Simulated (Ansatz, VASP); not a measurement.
**One calculation of In7S, two programs**

```
In S
1.0
     3.80886    0.00000    0.00000
    -1.90443    3.29857    0.00000
     0.00000    0.00000   37.51138
In S
14 2
Direct
  0.00000 0.00000 0.96222
  0.00000 0.00000 0.03778
  0.66667 0.33333 0.83583
  0.00000 0.00000 0.77111
  0.33333 0.66667 0.71119
  0.33333 0.66667 0.16417
  0.00000 0.00000 0.22889
  0.66667 0.33333 0.28881
  0.66667 0.33333 0.65123
  0.00000 0.00000 0.59079
  0.66667 0.33333 0.47002
  0.33333 0.66667 0.52998
  0.33333 0.66667 0.34877
  0.00000 0.00000 0.40921
  0.33333 0.66667 0.92865
  0.66667 0.33333 0.07135
```

Alike in both runs: task single point; functional PBE; k mesh 6 × 6 × 1; occupations gaussian, width 0.1 eV; no spin polarisation.

|  | VASP | Ansatz |
| --- | --- | --- |
| version | VASP 6.6.1 | Ansatz 0.2.0 |
| potentials or method | VASP PAW PBE potentials, release 64 (In_d, S), cutoff 500 eV | scalar-relativistic, plane waves, PAW |
| valence electrons in the cell | 194 | 194 |

```tsv
	VASP	Ansatz	Ansatz less VASP
gap on the k mesh at the Fermi level (eV)	none	none	-
pressure (GPa)	0.0	0.1	+0.04
traceless stress, the component that is largest in VASP (GPa)	0.51	0.50	-0.009
rms of the force components (eV/Å)	0.048	0.048	-0.0001
```

Atom by atom the forces differ by 0.001 eV/Å (rms over components). A gap of «none» marks a metal or a gap that the smearing closes.
